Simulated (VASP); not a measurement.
# LiH (Fm-3m) in VASP: further runs

Runs on LiH. Level: PBE. Tasks: single point.

All numbers are computed with VASP 6.6.1; they aren't measurements. Logs are shortened: lines on timing, memory, paths and dates and some standing lists are left out, and cuts for length are marked.

### Step 1. The cell of the first run

Symmetry: Fm-3m, No. 225, cubic system. The conventional cell has a = 4.042 Å, b = 4.042 Å, c = 4.042 Å, α = 90.00°, β = 90.00°, γ = 90.00°. Within 2.7 Å of Li (site symmetry m-3m) lie 6 H at 2.02 Å. H (site symmetry m-3m) has 6 Li at 2.02 Å within 2.7 Å.

### Step 2. Single point, PBE

INCAR reads:

```
PREC = Accurate
ENCUT = 520
EDIFF = 1E-6
ISMEAR = 0
SIGMA = 0.01
LREAL = F
LASPH = T
NELM = 100
ALGO = Normal
ISIF = 2
LWAVE = F
LCHARG = F
GGA = PE
NBANDS = 9
```

KPOINTS reads:

```
regular mesh
0
Gamma
  10 10 10
```

POSCAR reads:

```
LiH
1.0
    0.0000000000      2.0209000000      2.0209000000
    2.0209000000      0.0000000000      2.0209000000
    2.0209000000      2.0209000000      0.0000000000
Li H
1 1
Direct
    0.0000000000      0.0000000000      0.0000000000
    0.5000000000      0.5000000000      0.5000000000
```

Potentials or basis: VASP PAW PBE potentials, release 64 (Li_sv, H).

On the command line:

```sh
$ cat potpaw_PBE.64/Li_sv/POTCAR potpaw_PBE.64/H/POTCAR > POTCAR
$ mpirun -np 1 vasp_std > vasp.out
```

OUTCAR:

```text
PREC = Accurate
   ENCUT = 520
   EDIFF = 1E-6
   ISMEAR = 0
   LREAL = F
   LASPH = T
   NELM = 100
   ISIF = 2
   GGA = PE

 ion  position               nearest neighbor table
   1  0.000  0.000  0.000-
   2  0.500  0.500  0.500-

  LATTYP: Found a face centered cubic cell.
 ALAT       =     4.0418000000

  Lattice vectors:

 A1 = (   0.0000000000,   2.0209000000,   2.0209000000)
 A2 = (   2.0209000000,   0.0000000000,   2.0209000000)
 A3 = (   2.0209000000,   2.0209000000,   0.0000000000)

Analysis of symmetry for initial positions (statically):
=====================================================================
 Subroutine PRICEL returns:
 Original cell was already a primitive cell.

 Routine SETGRP: Setting up the symmetry group for a
 face centered cubic supercell.

 Subroutine GETGRP returns: Found 48 space group operations
 (whereof 48 operations were pure point group operations)
 out of a pool of 48 trial point group operations.

The static configuration has the point symmetry O_h .

Analysis of symmetry for dynamics (positions and initial velocities):
=====================================================================
 Subroutine PRICEL returns:
 Original cell was already a primitive cell.

 Routine SETGRP: Setting up the symmetry group for a
 face centered cubic supercell.

 Subroutine GETGRP returns: Found 48 space group operations
 (whereof 48 operations were pure point group operations)
 out of a pool of 48 trial point group operations.

The dynamic configuration has the point symmetry O_h .

 Subroutine INISYM returns: Found 48 space group operations
 (whereof 48 operations are pure point group operations),
 and found     1 'primitive' translations

----------------------------------------------------------------------------------------

                                     Primitive cell

  volume of cell :      16.5069

  direct lattice vectors                    reciprocal lattice vectors
     0.000000000  2.020900000  2.020900000    -0.247414518  0.247414518  0.247414518
     2.020900000  0.000000000  2.020900000     0.247414518 -0.247414518  0.247414518
     2.020900000  2.020900000  0.000000000     0.247414518  0.247414518 -0.247414518

  length of vectors
     2.857984188  2.857984188  2.857984188     0.428534516  0.428534516  0.428534516

  position of ions in fractional coordinates (direct lattice)
     0.000000000  0.000000000  0.000000000
     0.500000000  0.500000000  0.500000000

  ion indices of the primitive-cell ions
   primitive index   ion index
                 1           1
                 2           2

----------------------------------------------------------------------------------------

 KPOINTS: regular mesh

Automatic generation of k-mesh.
 Grid dimensions read from file:
 generate k-points for:   10   10   10

 Generating k-lattice:

  Cartesian coordinates                     Fractional coordinates (reciprocal lattice)
    -0.024741452  0.024741452  0.024741452     0.100000000  0.000000000  0.000000000
     0.024741452 -0.024741452  0.024741452     0.000000000  0.100000000  0.000000000
     0.024741452  0.024741452 -0.024741452     0.000000000  0.000000000  0.100000000

  Length of vectors
     0.042853452  0.042853452  0.042853452

  Shift w.r.t. Gamma in fractional coordinates (k-lattice)
     0.000000000  0.000000000  0.000000000

 Subroutine IBZKPT returns following result:
 ===========================================

 Found     47 irreducible k-points:

 Following reciprocal coordinates:
            Coordinates               Weight
  0.000000  0.000000  0.000000      1.000000
  0.100000  0.000000  0.000000      8.000000
  0.200000  0.000000  0.000000      8.000000
  0.300000  0.000000  0.000000      8.000000
  0.400000  0.000000  0.000000      8.000000
  0.500000  0.000000  0.000000      4.000000
[... 16 lines left out ...]
  0.300000  0.300000  0.000000      6.000000
  0.400000  0.300000  0.000000     24.000000
 [... further k-points ...]
   k-points           NKPTS =     47   k-points in BZ     NKDIM =     47   number of bands    NBANDS=      9
   number of dos      NEDOS =    301   number of ions     NIONS =      2
   total plane-waves  NPLWV =  13824
   dimension x,y,z NGX =    24 NGY =   24 NGZ =   24
   dimension x,y,z NGXF=    48 NGYF=   48 NGZF=   48
   ions per type =               1   1
   NGX,Y,Z   is equivalent  to a cutoff of  13.96, 13.96, 13.96 a.u.
   NGXF,Y,Z  is equivalent  to a cutoff of  27.92, 27.92, 27.92 a.u.
 SYSTEM =  unknown system
   PREC   = accura    normal or accurate (medium, high low for compatibility)
   ISTART =      0    job   : 0-new  1-cont  2-samecut
   ICHARG =      2    charge: 1-file 2-atom 10-const
   ISPIN  =      1    spin polarized calculation?
   LNONCOLLINEAR =      F non collinear calculations
   LSORBIT =      F    spin-orbit coupling
   LASPH  =      T    aspherical Exc in radial PAW
   ENCUT  =  520.0 eV  38.22 Ry    6.18 a.u.   5.31  5.31  5.31*2*pi/ulx,y,z
   NELM   =    100;   NELMIN=  2; NELMDL= -5     # of ELM steps
   EDIFF  = 0.1E-05   stopping-criterion for ELM
   LREAL  =      F    real-space projection
   EDIFFG = 0.1E-04   stopping-criterion for IOM
   NSW    =      0    number of steps for IOM
   IBRION =     -1    ionic relax: 0-MD 1-quasi-New 2-CG
   NFREE  =      0    steps in history (QN), initial steepest desc. (CG)
   ISIF   =      2    stress and relaxation
   ISYM   =      2    0-nonsym 1-usesym 2-fastsym
   POTIM  = 0.5000    time-step for ionic-motion
   TEBEG  =    0.0;   TEEND  =   0.0 temperature during run
   PSTRESS=    0.0 pullay stress
   NELECT =       4.0000    total number of electrons
   NUPDOWN=      -1.0000    fix difference up-down
   EMIN   =  10.00;   EMAX   =-10.00  energy-range for DOS
   EFERMI =   0.00;   METHOD = LEGACY
   ISMEAR =     0;   SIGMA  =   0.01  broadening in eV -4-tet -1-fermi 0-gaus
   EFERMI_NEDOS =   21; number of points for ismear=-14 and -15
   IALGO  =     38    algorithm
   IMIX   =      4    mixing-type and parameters
     AMIX     =   0.40;   BMIX     =  1.00
     AMIX_MAG =   1.60;   BMIX_MAG =  1.00
  volume/ion in A,a.u.               =       8.25        55.70
  Fermi-wavevector in a.u.,A,eV,Ry     =   1.020642  1.928733 14.173320  1.041710
  Thomas-Fermi vector in A             =   2.154223
   LORBIT       =      0    0 simple, 1 ext, 2 COOP (PROOUT), +10 PAW based schemes
   GGA     = PE    functional components
   LHFCALC =     F    Hartree Fock is set to
   AEXX    =    0.0000 exact exchange contribution
   IVDW    =     0    specifies the selected vdW correction
   LEPSILON=     F    determine dielectric tensor
   LRPA    =     F    only Hartree local field effects (RPA)
 non-spin polarized calculation
 Gauss-broadening in eV      SIGMA  =   0.01
  energy-cutoff  :      520.00
  volume of cell :       16.51
 maximum number of plane-waves:       459
 NGX is ok and might be reduce to    24
   NGX = 11   NGY = 11   NGZ = 11

 number of electron       3.9999995 magnetization

 Free energy of the ion-electron system (eV)
  ---------------------------------------------------
  ext. energy  EPLUGINS =         0.00000000
  ---------------------------------------------------
  free energy    TOTEN  =        -6.12583764 eV

  energy without entropy =       -6.12583764  energy(sigma->0) =       -6.12583764

 E-fermi :   0.1977     XC(G=0):  -8.4321

 val. band max:       -0.0230100990   @ k =   0.5000   0.5000   0.0000
 cond. band min:       2.9737349514   @ k =   0.5000   0.5000   0.0000
 fundamental gap:      2.9967450504
 Fermi energy:         0.1977317929

 k-point     1 :       0.0000    0.0000    0.0000
  band No.  band energies     occupation
      1     -44.3384      2.00000
      2      -5.3621      2.00000
      3      15.7447      0.00000
      4      17.6165      0.00000
      5      17.6165      0.00000
      6      17.6165      0.00000
      7      22.2865      0.00000
      8      22.2865      0.00000
      9      22.2865      0.00000

 k-point     2 :       0.1000    0.0000    0.0000
  band No.  band energies     occupation
      1     -44.3343      2.00000
      2      -5.1868      2.00000
      3      14.3451      0.00000
      4      16.6105      0.00000
      5      17.2373      0.00000
      6      17.2373      0.00000
      7      21.7203      0.00000
      8      23.1084      0.00000
      9      23.1084      0.00000

 k-point     3 :       0.2000    0.0000    0.0000
  band No.  band energies     occupation
      1     -44.3239      2.00000
      2      -4.6749      2.00000
      3      11.1766      0.00000
      4      15.3476      0.00000
      5      16.6236      0.00000
      6      16.6236      0.00000
      7      22.5380      0.00000
      8      22.8938      0.00000
      9      22.8938      0.00000

 k-point     4 :       0.3000    0.0000    0.0000
  band No.  band energies     occupation
      1     -44.3108      2.00000
      2      -3.8852      2.00000
      3       8.0880      0.00000
      4      14.3239      0.00000
      5      16.2509      0.00000
      6      16.2509      0.00000
      7      20.8610      0.00000
      8      20.8610      0.00000
      9      24.0525      0.00000
[... 205 lines left out ...]
 k-point    22 :      -0.2000    0.2000    0.0000
  band No.  band energies     occupation
      1     -44.3064      2.00000
      2      -3.5537      2.00000
      3       9.4131      0.00000
      4       9.4908      0.00000
      5      15.7609      0.00000
      6      16.7732      0.00000
      7      21.4805      0.00000
      8      23.5668      0.00000
      9      25.2282      0.00000

 k-point    23 :       0.3000    0.3000    0.0000
  band No.  band energies     occupation
      1     -44.3020      2.00000
      2      -3.1621      2.00000
      3       8.4387      0.00000
      4      12.0733      0.00000
      5      12.0733      0.00000
      6      15.2707      0.00000
      7      17.1173      0.00000
      8      28.0593      0.00000
      9      30.5315      0.00000

 k-point    24 :       0.4000    0.3000    0.0000
  band No.  band energies     occupation
      1     -44.2938      2.00000
      2      -2.2837      2.00000
      3       6.5937      0.00000
      4      10.3360      0.00000
      5      11.6401      0.00000
      6      15.9909      0.00000
      7      17.2426      0.00000
      8      29.0882      0.00000
      9      29.5737      0.00000

 [... further k-points ...]
[... 5 lines left out ...]
  --------------------------------------------------------------------------------------
  -------------------------------------------------------------------------------------
  Total       -0.1171711     -0.1171711     -0.1171711     -0.0000000      0.0000000     -0.0000000
  in kB      -11.3727758    -11.3727758    -11.3727758     -0.0000000      0.0000000     -0.0000000
  external PRESSURE =     -11.3727758 kB  Pullay stress =       0.0000000 kB

 VOLUME and BASIS-vectors are now :
 -----------------------------------------------------------------------------
  energy-cutoff  :      520.00
  volume of cell :       16.51
      direct lattice vectors                 reciprocal lattice vectors
     0.000000000  2.020900000  2.020900000    -0.247414518  0.247414518  0.247414518
     2.020900000  0.000000000  2.020900000     0.247414518 -0.247414518  0.247414518
     2.020900000  2.020900000  0.000000000     0.247414518  0.247414518 -0.247414518

 POSITION                                       TOTAL-FORCE (eV/Angst)
 -----------------------------------------------------------------------------------
      0.00000      0.00000      0.00000         0.000000      0.000000      0.000000
      2.02090      2.02090      2.02090         0.000000      0.000000      0.000000
 -----------------------------------------------------------------------------------
    total drift:                                0.000000     -0.000000     -0.000000

  FREE ENERGIE OF THE ION-ELECTRON SYSTEM (eV)
  ---------------------------------------------------
  free  energy   TOTEN  =        -6.1258376441 eV

  energy  without entropy=       -6.1258376441  energy(sigma->0) =       -6.12583764
```

Run time: 11 s. Hardware: 1 thread of Intel Xeon 8259CL, shared host; peak memory 0.13 GiB.

What came out:

```
Free energy            : -6.1258 eV
Band gap on the k mesh : 3.00 eV
```

Caveat: the cutoff is under 1.25 times the usual one of these potentials, so pressure, stress and relaxed cells hold a basis-set (Pulay) error.

### Step 3. Single point, PBE

This run uses another cell than the first one, of 8.82 Å³/atom.

INCAR reads:

```
PREC     = Accurate       # precision mode
ENCUT    = 520            # plane-wave cutoff, eV
EDIFF    = 1E-6           # SCF threshold, eV
ISMEAR   = 0              # smearing method
SIGMA    = 0.01           # smearing width, eV
LREAL    = F              # projectors in reciprocal space
LASPH    = T              # aspherical terms in the spheres
NELM     = 60             # most SCF steps
ALGO     = Normal         # electronic algorithm
ISIF     = 2              # what is computed and relaxed
LWAVE    = F              # write WAVECAR
LCHARG   = F              # write CHGCAR
GGA      = PE             # functional
NBANDS   = 9              # bands
```

KPOINTS is that of step 2.

POSCAR reads:

```
LiH
1.0
    0.0000000000      2.0661000000      2.0661000000
    2.0661000000      0.0000000000      2.0661000000
    2.0661000000      2.0661000000      0.0000000000
Li H
1 1
Direct
    0.0000000000      0.0000000000      0.0000000000
    0.5000000000      0.5000000000      0.5000000000
```

Potentials or basis: VASP PAW PBE potentials, release 64 (Li_sv, H).

On the command line:

```sh
$ cat potpaw_PBE.64/Li_sv/POTCAR potpaw_PBE.64/H/POTCAR > POTCAR
$ mpirun -np 1 vasp_std > vasp.out
```

Wall time 13 s (1 thread of Intel Xeon 8259CL, shared host); peak memory 0.13 GiB.

Results (log left out):

* Free energy: -6.1123 eV
* Band gap on the k mesh: 3.04 eV

Levels at points of the mesh, in eV from the valence-band top:
| k point | band 1 | band 2 | band 3 | band 4 | band 5 | band 6 | band 7 |
| --- | --- | --- | --- | --- | --- | --- | --- |
| (0.00, 0.00, 0.00) | -44.39 | -5.09 | 14.95 | 16.98 | 16.98 | 16.98 | 21.53 |
| (0.50, 0.00, 0.00) | -44.36 | -2.38 | 4.71 | 12.90 | 15.69 | 15.69 | 18.19 |
| (0.50, 0.50, 0.00) | -44.35 | 0.00 | 3.04 | 10.38 | 10.38 | 13.43 | 16.03 |

Caveat: the cutoff is under 1.25 times the usual one of these potentials, so pressure, stress and relaxed cells hold a basis-set (Pulay) error.

### Step 4. Single point, PBE

INCAR reads:

```
SYSTEM = LiH
PREC     = Accurate       ! precision mode
ENCUT    = 750            ! plane-wave cutoff, eV
EDIFF    = 1E-6           ! SCF threshold, eV
ISMEAR   = 0              ! smearing method
SIGMA    = 0.02           ! smearing width, eV
LREAL    = .False.        ! projectors in reciprocal space
LASPH    = .True.         ! aspherical terms in the spheres
NELM     = 120            ! most SCF steps
ALGO     = Normal         ! electronic algorithm
ISIF     = 2              ! what is computed and relaxed
LWAVE    = .False.        ! write WAVECAR
LCHARG   = .False.        ! write CHGCAR
GGA      = PE             ! functional
NBANDS   = 9              ! bands
GGA_COMPAT= .False.
```

KPOINTS reads:

```
regular mesh
0
Gamma
  15 15 15
  0 0 0
```

POSCAR reads:

```
LiH
1.0
    0.0000000000      2.0209000000      2.0209000000
    2.0209000000      0.0000000000      2.0209000000
    2.0209000000      2.0209000000      0.0000000000
Li H
1 1
Direct
    0.0000000000      0.0000000000      0.0000000000
    0.5000000000      0.5000000000      0.5000000000
```

Potentials or basis: VASP PAW PBE potentials, release 64 (Li_sv, H).

On the command line:

```sh
$ cat potpaw_PBE.64/Li_sv/POTCAR potpaw_PBE.64/H/POTCAR > POTCAR
$ mpirun -np 1 vasp_std > vasp.out
```

OUTCAR:

```text
SYSTEM = LiH
   PREC = Accurate
   ENCUT = 750
   EDIFF = 1E-6
   ISMEAR = 0
   LREAL = .False.
   LASPH = .True.
   NELM = 120
   ISIF = 2
   GGA = PE

 ion  position               nearest neighbor table
   1  0.000  0.000  0.000-
   2  0.500  0.500  0.500-

  LATTYP: Found a face centered cubic cell.
 ALAT       =     4.0418000000

  Lattice vectors:

 A1 = (   0.0000000000,   2.0209000000,   2.0209000000)
 A2 = (   2.0209000000,   0.0000000000,   2.0209000000)
 A3 = (   2.0209000000,   2.0209000000,   0.0000000000)

[... 464 lines left out ...]
      5      14.5613      0.00000
      6      18.1131      0.00000
      7      18.7267      0.00000
      8      23.7904      0.00000
      9      26.5943      0.00000

 [... further k-points ...]
[... 5 lines left out ...]
  --------------------------------------------------------------------------------------
  -------------------------------------------------------------------------------------
  Total       -0.1120813     -0.1120813     -0.1120813      0.0000000     -0.0000000     -0.0000000
  in kB      -10.8787542    -10.8787542    -10.8787542      0.0000000     -0.0000000     -0.0000000
  external PRESSURE =     -10.8787542 kB  Pullay stress =       0.0000000 kB

 VOLUME and BASIS-vectors are now :
 -----------------------------------------------------------------------------
  energy-cutoff  :      750.00
  volume of cell :       16.51
      direct lattice vectors                 reciprocal lattice vectors
     0.000000000  2.020900000  2.020900000    -0.247414518  0.247414518  0.247414518
     2.020900000  0.000000000  2.020900000     0.247414518 -0.247414518  0.247414518
     2.020900000  2.020900000  0.000000000     0.247414518  0.247414518 -0.247414518

 POSITION                                       TOTAL-FORCE (eV/Angst)
 -----------------------------------------------------------------------------------
      0.00000      0.00000      0.00000        -0.000000      0.000000     -0.000000
      2.02090      2.02090      2.02090         0.000000     -0.000000      0.000000
 -----------------------------------------------------------------------------------
    total drift:                                0.000000      0.000000      0.000000

  FREE ENERGIE OF THE ION-ELECTRON SYSTEM (eV)
  ---------------------------------------------------
  free  energy   TOTEN  =        -6.1255692336 eV

  energy  without entropy=       -6.1255692336  energy(sigma->0) =       -6.12556923
```

stdout:

```text
POSCAR found type information on POSCAR LiH
 POSCAR found :  2 types and       2 ions
 scaLAPACK will be used
 LDA part: xc-table for (Slater+PW92), standard interpolation
 POSCAR, INCAR and KPOINTS ok, starting setup
 FFT: planning ... GRIDC
 FFT: planning ... GRID_SOFT
 FFT: planning ... GRID
 WAVECAR not read
 entering main loop
```

Run time: 21 s. Hardware: 1 thread of Intel Xeon Platinum 8375C at 2.90GHz (Ice Lake), shared host; peak memory 0.16 GiB.

Results:

```
Free energy            : -6.1256 eV
Pressure               : -1.1 GPa
Band gap on the k mesh : 3.10 eV
```

Caveat: an odd mesh through Γ misses points on the zone boundary, where band edges can lie.

### Step 5. The runs side by side

| cell | k mesh | cutoff (eV) | smearing | mended | gap on the mesh (eV) |
| --- | --- | --- | --- | --- | --- |
| a = 2.858 Å, angles 60.0°, 2 atoms | 10 × 10 × 10 | 520 | gaussian 0.01 eV | - | 3.00 |
| a = 2.922 Å, angles 60.0°, 2 atoms | 10 × 10 × 10 | 520 | gaussian 0.01 eV | - | 3.04 |
| a = 2.858 Å, angles 60.0°, 2 atoms | 15 × 15 × 15 | 750 | gaussian 0.02 eV | yes | 3.10 |

Alike in all rows: task single point; level PBE; potentials or basis VASP PAW PBE potentials, release 64 (Li_sv, H); no spin polarisation.

Caveats: the cutoff is under 1.25 times the usual one of these potentials, so pressure, stress and relaxed cells hold a basis-set (Pulay) error (at least some runs); an odd mesh through Γ misses points on the zone boundary, where band edges can lie (at least some runs).

Absolute energies hang on the potentials; compare differences alone.
